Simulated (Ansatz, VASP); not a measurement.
# Hg2H3: VASP beside Ansatz

```
Hg H
1.0
     4.02678    0.00000    0.00000
     0.00000    4.02678    0.00000
     0.00000    0.00000    4.02678
Hg H
2 3
Direct
  0.00000 0.00000 0.00000
  0.50000 0.50000 0.50000
  0.00000 0.50000 0.50000
  0.50000 0.00000 0.50000
  0.50000 0.50000 0.00000
```

Alike in both runs: task relaxation of cell and atoms; functional PBE; k mesh 10 × 10 × 10; occupations gaussian, width 0.1 eV; no spin polarisation.

|  | VASP | Ansatz |
| --- | --- | --- |
| version | VASP 6.6.1 | Ansatz 0.2.0 |
| potentials or method | VASP PAW PBE potentials, release 64 (Hg, H), cutoff 600 eV | scalar-relativistic, plane waves, PAW |
| valence electrons in the cell | 27 | 43 |

|  | VASP | Ansatz | Ansatz less VASP |
| --- | --- | --- | --- |
| gap on the k mesh at the Fermi level, each at its own relaxed structure (eV) | none | none | - |
| relaxed volume (Å³/atom) | 13.20 | 13.13 | -0.075 |
| relaxed length of the cell vector where the two differ most in proportion (Å) | 4.042 | 4.034 | -0.0077 |

A gap of «none» marks a metal or a gap that the smearing closes. VASP's potentials hold 27 valence electrons a cell and Ansatz's 43, so a difference there can come from the potentials and not from the codes.

Neither program's run includes spin-orbit coupling.
